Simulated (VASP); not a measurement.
A run of VASP 6.6.1 is set up as follows.

The input INCAR:

```
SYSTEM = Si
PREC = Accurate
ENCUT = 600
EDIFF = 1E-7
ISMEAR = 0
SIGMA = 0.1
LREAL = .FALSE.
LASPH = .TRUE.
NELM = 60
ALGO = Normal
ISIF = 3
LWAVE = .FALSE.
LCHARG = .FALSE.
GGA = PE
IBRION = 2
NSW = 100
EDIFFG = -0.01
```

KPOINTS

```
regular mesh
0
G
  6 14 6
  0 0 0
```

File POSCAR:

```
Si
1.0
    6.2896107899      0.0000000000      0.0000000000
    0.0000000000      2.5355271665      0.0000000000
    0.0000000000      0.0000000000      6.2633216342
Si
6
Direct
    0.7500000000      0.0000000000      0.0601982898
    0.9461863707      0.0000000000      0.6887948053
    0.4461863707      0.0000000000      0.3112051947
    0.2500000000      0.0000000000      0.9398017102
    0.5538136293      0.0000000000      0.6887948053
    0.0538136293      0.0000000000      0.3112051947
```

Potentials or basis: VASP PAW PBE potentials, release 64 (Si).

Launch:

```console
$ cat potpaw_PBE.64/Si/POTCAR > POTCAR
$ mpirun -np 1 vasp_std > vasp.out
```

(1) What does it give for the relaxed cell?

(2) Predict the space group after relaxing (to 0.1 Å).

(3) Predict the band gap on the k mesh.

(4) Estimate the relaxed volume.

Answers

(1) a = 6.624 Å, b = 2.515 Å, c = 6.025 Å, α = 90.00°, β = 90.00°, γ = 90.00°.

(2) Pmma (No. 51).

(3) zero (bands 12 and 13 overlap by 3.63 eV).

(4) 16.73 Å³/atom.
